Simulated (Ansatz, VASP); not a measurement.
**Two plane-wave programs on BP**

```
B P
1.0
     0.00000    2.26900    2.26900
     2.26900    0.00000    2.26900
     2.26900    2.26900    0.00000
B P
1 1
Cartesian
  0.0000 0.0000 0.0000
  3.4035 3.4035 3.4035
```

Alike in both runs: task relaxation of cell and atoms; functional PBEsol; k mesh 16 × 16 × 16; occupations fermi-dirac, width 0.1 eV; no spin polarisation.

```csv
,VASP,Ansatz
version,VASP 6.6.1,Ansatz 0.2.0
potentials or method,"VASP PAW PBE potentials, release 64 (B, P)","PAW with Ansatz's default frozen-core files, scalar-relativistic"
plane-wave cutoff (eV),600,420
valence electrons in the cell,8,8
```

Ansatz gave:

* relaxed volume (Å³/atom): 11.54
* relaxed cell length with the largest relative difference (Å): 3.196

Problem. What did VASP give for the same quantities?

Solution. Relaxed volume (Å³/atom): 11.55; relaxed cell length with the largest relative difference (Å): 3.197.

VASP's potentials were made for PBE, not for PBEsol.
